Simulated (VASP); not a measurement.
Here is a VASP 6.6.1 calculation.

File INCAR:

```
PREC = Accurate
ENCUT = 600
EDIFF = 1E-6
ISMEAR = 0
SIGMA = 0.1
LREAL = F
LASPH = T
NELM = 100
ALGO = Normal
ISIF = 3
LWAVE = F
LCHARG = F
GGA = PE
IBRION = 2
NSW = 100
EDIFFG = -0.01
```

Contents of KPOINTS:

```
regular mesh
0
Gamma
  12 12 12
```

File POSCAR:

```
BC5
1.0
    0.0000000000      2.9343934917      2.9343934917
    2.9343934917      0.0000000000      2.9343934917
    2.9343934917      2.9343934917      0.0000000000
B C
1 5
Direct
    0.7500000000      0.7500000000      0.7500000000
    0.5000000000      0.5000000000      0.5000000000
    0.1555386778      0.5333839665      0.1555386778
    0.1555386778      0.1555386778      0.1555386778
    0.5333839665      0.1555386778      0.1555386778
    0.1555386778      0.1555386778      0.5333839665
```

Potentials or basis: VASP PAW PBE potentials, release 64 (B, C).

Run with:

```bash
$ cat potpaw_PBE.64/B/POTCAR potpaw_PBE.64/C/POTCAR > POTCAR
$ mpirun -np 1 vasp_std > vasp.out
```

**Question.** Predict the relaxed volume.

**Answer.** 8.42 Å³/atom.

**Question.** Predict the space group after relaxing (to 0.05 Å).

**Answer.** F-43m (No. 216).

**Question.** Estimate the relaxed cell.

**Answer.** a = 4.149 Å, b = 4.149 Å, c = 4.149 Å, α = 60.00°, β = 60.00°, γ = 60.00°.

The path:
```
step  energy change (eV)  largest force (eV/Å)  pressure (GPa)  volume (Å³)
   1              0.0000                0.2158            0.58        50.53
   2              0.0023                0.2790           -1.67        50.76
   3             -0.0019                0.0108           -0.35        50.62
   4             -0.0021                0.0057           -0.19        50.51
```
